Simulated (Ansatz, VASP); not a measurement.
## One calculation of C, two programs

```xyz
8
Lattice="2.5180 0.0000 0.0000 -1.2590 2.1807 0.0000 0.0000 0.0000 8.3046" Properties=species:S:1:pos:R:3 pbc="T T T"
C     0.0707    0.0707    0.7721
C    -0.0707   -0.0707    4.9244
C    -0.0707   -0.0707    3.3802
C     0.0707    0.0707    7.5325
C     0.0579    1.5117    1.2916
C     1.2011    0.6690    5.4439
C    -0.0579    1.3959    2.8607
C     1.3169    0.7848    7.0130
```

Change from the starting cell: mode 4 (389.5 1/cm) frozen in, largest displacement -0.100 Å.

Alike in both runs: task single point; functional PBE; k mesh 12 × 12 × 4; occupations gaussian, width 0.05 eV; no spin polarisation.

|  | VASP | Ansatz |
| --- | --- | --- |
| version | VASP 6.6.1 | Ansatz 0.2.0 |
| potentials or method | VASP PAW PBE potentials, release 64 (C), cutoff 520 eV | scalar-relativistic, plane waves, PAW |
| valence electrons in the cell | 32 | 32 |

```csv
,VASP,Ansatz,Ansatz less VASP
gap on the k mesh at the Fermi level (eV),4.51,4.52,+0.009
least direct gap on the mesh (eV),5.32,5.32,+0.007
pressure (GPa),0.7,0.1,-0.65
"traceless stress, the component that is largest in VASP (GPa)",-0.64,-0.64,-0.001
rms of the force components (eV/Å),0.355,0.355,+0.0001
```

Atom by atom the forces differ by 0.005 eV/Å (rms over components).
